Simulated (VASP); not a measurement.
# BP in VASP: settings compared, part 2 of 2

VASP 6.6.1. The steps go on from the part before.

## (4) Relaxation of the atoms, PBE

This run uses another cell than the first one, of 12.15 Å³/atom, 1.040 times its volume.

Input file INCAR:

```
  PREC = Accurate
  ENCUT = 520
  EDIFF = 1E-7
  ISMEAR = -1
  SIGMA = 0.05
  LREAL = False
  LASPH = True
  NELM = 80
  ALGO = Normal
  ISIF = 2
  LWAVE = False
  LCHARG = False
  GGA = PE
  IBRION = 2
  NSW = 80
  EDIFFG = -0.005
```

Input file KPOINTS:

```
regular mesh
0
Gamma
  10 10 10
```

Input file POSCAR:

```
BP
1.0
    0.0000000000      2.2690000000      2.3597600000
    2.2690000000      0.0000000000      2.3597600000
    2.2690000000      2.2690000000      0.0000000000
P B
1 1
Direct
    0.7500000000      0.7500000000      0.7500000000
    0.0000000000      0.0000000000      0.0000000000
```

Potentials or basis: VASP PAW PBE potentials, release 64 (P, B).

Started as:

```
cat potpaw_PBE.64/P/POTCAR potpaw_PBE.64/B/POTCAR > POTCAR
mpirun -np 1 vasp_std > vasp.out
```

OUTCAR:

```text
PREC = Accurate
   ENCUT = 520
   EDIFF = 1E-7
   ISMEAR = -1
   LREAL = False
   LASPH = True
   NELM = 80
   ISIF = 2
   GGA = PE
   IBRION = 2
   NSW = 80
   EDIFFG = -0.005

 ion  position               nearest neighbor table
   1  0.750  0.750  0.750-   2 1.99   2 1.99   2 1.99   2 1.99
   2  0.000  0.000  0.000-   1 1.99   1 1.99   1 1.99   1 1.99

  LATTYP: Found a body centered tetragonal cell.
 ALAT       =     3.2088505730
 C/A-ratio  =     1.4707821049

  Lattice vectors:

 A1 = (  -2.2690000000,   0.0000000000,   2.3597600000)
 A2 = (   2.2690000000,   0.0000000000,   2.3597600000)
 A3 = (   0.0000000000,   2.2690000000,  -2.3597600000)

Analysis of symmetry for initial positions (statically):
=====================================================================
 Subroutine PRICEL returns:
 Original cell was already a primitive cell.

 Routine SETGRP: Setting up the symmetry group for a
 body centered tetragonal supercell.

 Subroutine GETGRP returns: Found  8 space group operations
 (whereof  8 operations were pure point group operations)
 out of a pool of 16 trial point group operations.

The static configuration has the point symmetry D_2d.

Analysis of symmetry for dynamics (positions and initial velocities):
=====================================================================
 Subroutine PRICEL returns:
 Original cell was already a primitive cell.

 Routine SETGRP: Setting up the symmetry group for a
 body centered tetragonal supercell.

 Subroutine GETGRP returns: Found  8 space group operations
 (whereof  8 operations were pure point group operations)
 out of a pool of 16 trial point group operations.

The dynamic configuration has the point symmetry D_2d.

 Subroutine INISYM returns: Found  8 space group operations
 (whereof  8 operations are pure point group operations),
 and found     1 'primitive' translations

[... 105 lines left out ...]
   NELECT =       8.0000    total number of electrons
   NUPDOWN=      -1.0000    fix difference up-down
   EMIN   =  10.00;   EMAX   =-10.00  energy-range for DOS
[... 5 lines left out ...]
     AMIX     =   0.40;   BMIX     =  1.00
     AMIX_MAG =   1.60;   BMIX_MAG =  1.00
  volume/ion in A,a.u.               =      12.15        81.98
  Fermi-wavevector in a.u.,A,eV,Ry     =   1.130444  2.136230 17.386948  1.277905
  Thomas-Fermi vector in A             =   2.267141
   LORBIT       =      0    0 simple, 1 ext, 2 COOP (PROOUT), +10 PAW based schemes
   GGA     = PE    functional components
   LHFCALC =     F    Hartree Fock is set to
   AEXX    =    0.0000 exact exchange contribution
   IVDW    =     0    specifies the selected vdW correction
   LEPSILON=     F    determine dielectric tensor
   LRPA    =     F    only Hartree local field effects (RPA)
 conjugate gradient relaxation of ions
 non-spin polarized calculation
  energy-cutoff  :      520.00
  volume of cell :       24.30
 maximum number of plane-waves:       666
   NGX = 13   NGY = 13   NGZ = 11

 number of electron       7.9999999 magnetization

 Free energy of the ion-electron system (eV)
  ---------------------------------------------------
  ext. energy  EPLUGINS =         0.00000000
  ---------------------------------------------------
  free energy    TOTEN  =       -12.89719180 eV

  energy without entropy =      -12.89719150  energy(sigma->0) =      -12.89719165

 E-fermi :   7.5928     XC(G=0): -10.7409

 val. band max:        7.1093114908   @ k =   0.0000   0.0000   0.0000
 cond. band min:       8.1106569158   @ k =   0.4000   0.0000   0.4000
 fundamental gap:      1.0013454250
 Fermi energy:         7.5927543112

 k-point     1 :       0.0000    0.0000    0.0000
  band No.  band energies     occupation
      1      -8.1378      2.00000
      2       6.7155      2.00000
      3       7.1093      1.99987
      4       7.1093      1.99987
      5      10.2586      0.00000
      6      10.2586      0.00000
      7      10.4778      0.00000
      8      13.7337      0.00000
[... 243 lines left out ...]
 k-point    24 :       0.4000    0.3000    0.0000
  band No.  band energies     occupation
      1      -5.4294      2.00000
      2       0.6875      2.00000
      3       3.2002      2.00000
      4       3.8308      2.00000
      5       9.1408      0.00000
      6      10.8578      0.00000
      7      16.1059      0.00000
      8      16.2487      0.00000

 [... further k-points ...]
[... 5 lines left out ...]
  --------------------------------------------------------------------------------------
  -------------------------------------------------------------------------------------
  Total       -0.2387107     -0.2387107     -1.8592055      0.0000000      0.0000000      0.0000000
  in kB      -15.7403990    -15.7403990   -122.5945453      0.0000000      0.0000000      0.0000000
  external PRESSURE =     -51.3584477 kB  Pullay stress =       0.0000000 kB

 VOLUME and BASIS-vectors are now :
 -----------------------------------------------------------------------------
  energy-cutoff  :      520.00
  volume of cell :       24.30
      direct lattice vectors                 reciprocal lattice vectors
     0.000000000  2.269000000  2.359760000    -0.220361393  0.220361393  0.211885955
     2.269000000  0.000000000  2.359760000     0.220361393 -0.220361393  0.211885955
     2.269000000  2.269000000  0.000000000     0.220361393  0.220361393 -0.211885955

 POSITION                                       TOTAL-FORCE (eV/Angst)
 -----------------------------------------------------------------------------------
      3.40350      3.40350      3.53964         0.000000      0.000000     -0.000000
      0.00000      0.00000      0.00000        -0.000000     -0.000000      0.000000
 -----------------------------------------------------------------------------------
    total drift:                               -0.000000     -0.000000     -0.000000

  FREE ENERGIE OF THE ION-ELECTRON SYSTEM (eV)
  ---------------------------------------------------
  free  energy   TOTEN  =       -12.8971917982 eV

  energy  without entropy=      -12.8971915035  energy(sigma->0) =      -12.89719165

 reached required accuracy - stopping structural energy minimisation
```

OSZICAR:

```text
N       E                     dE             d eps       ncg     rms          rms(c)
DAV:   1     0.936363368821E+01    0.93636E+01   -0.41168E+03  1632   0.902E+02
DAV:   2    -0.132548337097E+02   -0.22618E+02   -0.21940E+02  2552   0.109E+02
DAV:   3    -0.135211766736E+02   -0.26634E+00   -0.26634E+00  1976   0.152E+01
DAV:   4    -0.135218041811E+02   -0.62751E-03   -0.62751E-03  2624   0.761E-01
DAV:   5    -0.135218046501E+02   -0.46905E-06   -0.46897E-06  1984   0.147E-02    0.680E+00
DAV:   6    -0.129831056470E+02    0.53870E+00   -0.15043E+00  1728   0.656E+00    0.372E+00
DAV:   7    -0.129043444218E+02    0.78761E-01   -0.21739E-01  2504   0.285E+00    0.125E+00
DAV:   8    -0.128966738951E+02    0.76705E-02   -0.27042E-02  1808   0.112E+00    0.199E-01
DAV:   9    -0.128969805765E+02   -0.30668E-03   -0.51155E-04  2416   0.201E-01    0.107E-01
DAV:  10    -0.128971809796E+02   -0.20040E-03   -0.30026E-04  1848   0.136E-01    0.272E-02
DAV:  11    -0.128971910228E+02   -0.10043E-04   -0.12812E-05  2448   0.310E-02    0.292E-02
DAV:  12    -0.128971918344E+02   -0.81162E-06   -0.32786E-06  1720   0.118E-02    0.549E-03
DAV:  13    -0.128971917982E+02    0.36206E-07   -0.71827E-08  1400   0.238E-03
   1 F= -.12897192E+02 E0= -.12897192E+02  d E =-.128972E+02
```

Wall time 14 s (1 thread of Intel Xeon Platinum 8259CL at 2.50GHz (Skylake/Cascade Lake), shared host); peak memory 0.14 GiB.

What came out:

* Free energy: -12.8972 eV
* Pressure after relaxing: -5.1 GPa
* Band gap on the k mesh: 1.00 eV, indirect (least direct gap 3.15 eV)

Stress tensor (GPa, compression positive):
```
 -1.57   0.00   0.00
  0.00  -1.57   0.00
  0.00   0.00 -12.26
```

Final structure:
```
CELL_PARAMETERS angstrom
0.00000 2.26900 2.35976
2.26900 0.00000 2.35976
2.26900 2.26900 0.00000
ATOMIC_POSITIONS crystal
P 0.75000 0.75000 0.75000
B 0.00000 0.00000 0.00000
```

Levels at points of the mesh, in eV from the valence-band top:
```csv
k point,band 1,band 2,band 3,band 4,band 5,band 6,band 7,band 8
"(0.00, 0.00, 0.00)",-15.25,-0.39,0.00,0.00,3.15,3.15,3.37,6.62
"(0.50, 0.00, 0.00)",-12.07,-8.89,-2.09,-1.59,3.24,4.56,4.74,9.87
"(0.50, 0.50, 0.00)",-10.84,-8.73,-3.84,-3.84,1.56,1.92,11.62,11.62
"(0.50, 0.00, 0.50)",-10.48,-8.40,-4.27,-4.19,1.14,1.39,11.19,11.94
```

Caveat: the relaxation stopped at its first step, so nothing moved. PBE gaps usually lie below the measured ones, often by a third to a half.

## (5) Relaxation of cell and atoms, B3LYP

Input file POSCAR:

```
BP
1.0
    0.0000000000      2.2690000000      2.2690000000
    2.2690000000      0.0000000000      2.2690000000
    2.2690000000      2.2690000000      0.0000000000
P B
1 1
Direct
    0.7500000000      0.7500000000      0.7500000000
    0.0000000000      0.0000000000      0.0000000000
```

Input file INCAR.step1:

```
SYSTEM = BP
ALGO = Normal
EDIFF = 1E-5
ENCUT = 600
GGA = PE
ISMEAR = -1
LASPH = .TRUE.
LCHARG = .FALSE.
LREAL = .FALSE.
LWAVE = .TRUE.
NBANDS = 11
NELM = 60
PREC = Accurate
SIGMA = 0.05
```

Input file INCAR.step2:

```
SYSTEM = BP
AEXX = 0.2
AGGAC = 0.81
AGGAX = 0.72
ALDAC = 0.19
ALGO = Normal
EDIFF = 1E-6
EDIFFG = -0.01
ENCUT = 600
GGA = B3
IBRION = 2
ISIF = 3
ISMEAR = -1
ISTART = 1
LASPH = .TRUE.
LCHARG = .FALSE.
LHFCALC = .TRUE.
LREAL = .FALSE.
LWAVE = .FALSE.
NELM = 60
NSW = 60
PREC = Accurate
PRECFOCK = Normal
SIGMA = 0.05
```

Input file KPOINTS:

```
k-points
0
G
  5 5 5
  0 0 0
```

Started as:

```
cat potpaw_PBE.64/P/POTCAR potpaw_PBE.64/B/POTCAR > POTCAR
cp INCAR.step1 INCAR
mpirun -np 1 vasp_std > vasp.out
cp INCAR.step2 INCAR
mpirun -np 1 vasp_std > vasp.out
```

Run time: 6.7 min. Hardware: 1 thread of Intel Xeon Platinum 8259CL at 2.50GHz (Skylake/Cascade Lake), shared host; peak memory 0.15 GiB.

It converged, with:

```
Free energy                            : -14.0697 eV
Relaxed volume                         : 11.85 Å³/atom
Relaxed cell                           : a = 3.224 Å, b = 3.224 Å, c = 3.224 Å, α = 60.00°, β = 60.00°, γ = 60.00°
Space group after relaxing (to 0.05 Å) : F-43m (No. 216)
Energy gained by relaxing              : 1.3 meV/atom
Ionic steps                            : 3
Pressure after relaxing                : 0.0 GPa
Band gap on the k mesh                 : 2.75 eV, indirect (least direct gap 4.92 eV)
```

Step by step:
```tsv
step	energy change (eV)	largest force (eV/Å)	pressure (GPa)	volume (Å³)
1	0.0000	0.0000	2.45	23.36
2	-0.0011	0.0000	-1.78	23.97
3	-0.0026	0.0000	-0.01	23.70
```

Final structure:
```
P B
1.0
     0.00000    2.28000    2.28000
     2.28000    0.00000    2.28000
     2.28000    2.28000    0.00000
P B
1 1
Direct
  0.75000 0.75000 0.75000
  0.00000 0.00000 0.00000
```

Levels at points of the mesh, in eV from the valence-band top:
```
           k point  band 1  band 2  band 3  band 4  band 5  band 6  band 7  band 8
(0.00, 0.00, 0.00)  -16.50    0.00    0.00    0.00    4.92    4.92    4.92    8.92
```

Caveat: the k points lie up to 0.48 Å⁻¹ apart in the final cell; the PAW data sets were made with another functional, which shifts forces and pressure a little.

## (6) Overview

```tsv
task	level	cell	k mesh	cutoff (eV)	grid for exact exchange (PRECFOCK)	gap on the mesh (eV)	pressure (GPa)
single point	r2SCAN50	a = 3.209 Å, angles 60.0°, 2 atoms	5 × 5 × 5	520	Normal	4.25	-4.9
single point	HF	a = 3.209 Å, angles 60.0°, 2 atoms	5 × 5 × 5	520	Normal	8.07	3.8
relaxation of the atoms	PBE	atoms relaxed from a = 3.274, b = 3.274, c = 3.209 Å, angles 60.7, 60.7, 58.7°, 2 atoms	10 × 10 × 10	520	-	1.00	-5.1
relaxation of cell and atoms	B3LYP	relaxed from a = 3.209 Å, angles 60.0°, 2 atoms	5 × 5 × 5	600	Normal	2.75	0.0
```

Alike in all rows: potentials or basis VASP PAW PBE potentials, release 64 (P, B); no spin polarisation; smearing fermi-dirac 0.05 eV.

Caveats: some runs use coarse meshes; the PAW data sets were made with another functional, which shifts forces and pressure a little (some runs); the relaxation stopped at its first step, so nothing moved (some runs).

Absolute energies hang on the potentials; compare differences alone.
